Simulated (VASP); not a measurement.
Runs of VASP 6.6.1 on ZnH2. The structure is that of space group P-4m2 (No. 115), or close to it. The cells are those of the table. 

```csv
task,cell,k mesh,cutoff (eV),smearing,gap on the mesh (eV),pressure (GPa),relaxed volume (Å³/atom),largest force (eV/Å)
single point,"a = 2.875, b = 2.875, c = 3.615 Å, 3 atoms",6 × 6 × 6,520,gaussian 0.1 eV,1.20,(c),-,-
relaxation of cell and atoms,"relaxed from a = 2.875, b = 2.875, c = 3.615 Å, 3 atoms",6 × 6 × 6,600,gaussian 0.1 eV,2.52,0.1,11.55,0.04
single point,"a = 2.838, b = 2.838, c = 5.169 Å, 3 atoms",8 × 8 × 6,520,gaussian 0.02 eV,3.19,0.1,-,0.02
single point,"a = 2.834, b = 2.834, c = 4.684 Å, 3 atoms",6 × 6 × 6,520,gaussian 0.1 eV,(a),(b),-,0.02
relaxation of cell and atoms,"relaxed from a = 2.838, b = 2.838, c = 5.169 Å, 3 atoms",8 × 8 × 6,600,gaussian 0.02 eV,3.19,0.0,13.91,0.01
relaxation of cell and atoms,"relaxed from a = 2.834, b = 2.834, c = 4.684 Å, 3 atoms",8 × 8 × 6,600,gaussian 0.02 eV,2.88,0.0,12.79,0.01
```

Alike in all rows: level PBE; potentials or basis VASP PAW PBE potentials, release 64 (Zn, H); no spin polarisation.

Task: Estimate the missing entries.

Result: (a) 2.83; (b) 0.2; (c) 1.4.

Caveats: the volume moved by over 15 % at a fixed basis, so the end points are rough (some runs).

A k mesh can miss the band edges.
